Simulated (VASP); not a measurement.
# Cu: single point with PBE+D3(BJ)

The system is Cu.

```
CELL_PARAMETERS angstrom
-1.44402 1.44402 1.36146
1.44402 -1.44402 1.36146
1.44402 1.44402 -1.36146
ATOMIC_POSITIONS crystal
Cu 0.00000 0.00000 0.00000
```

```yaml
Program: VASP 6.6.1
Task: single point
Functional: PBE
Dispersion: D3(BJ)
Potentials_or_basis: VASP PAW PBE potentials, release 64 (Cu)
Cutoff: 520 eV
k_mesh: 20 × 20 × 20
Occupations: gaussian, width 0.1 eV
Spin: no spin polarisation
```

```yaml
Pressure: 0.6 GPa
Band_gap_on_the_k_mesh: zero (an odd number of electrons rules out a gap without spin polarisation)
Dispersion_energy_per_atom: -0.607 eV
```

Levels at points of the mesh, in eV from the Fermi level:
| k point | band 4 | band 5 | band 6 | band 7 | band 8 | band 9 |
| --- | --- | --- | --- | --- | --- | --- |
| (0.00, 0.00, 0.00) | -3.15 | -2.32 | -2.06 | 24.80 | 24.80 | 26.41 |
| (0.50, 0.00, 0.00) | -1.94 | -1.39 | -0.53 | 4.79 | 17.33 | 17.49 |
| (0.50, 0.50, 0.00) | -2.12 | -1.42 | -0.99 | 4.14 | 18.89 | 19.28 |
| (0.50, 0.50, 0.50) | -1.59 | -1.53 | 7.63 | 7.63 | 9.95 | 13.30 |

It took 72 s on 1 thread of Intel Xeon 8259CL, on a shared host, peak memory 0.2 GiB.
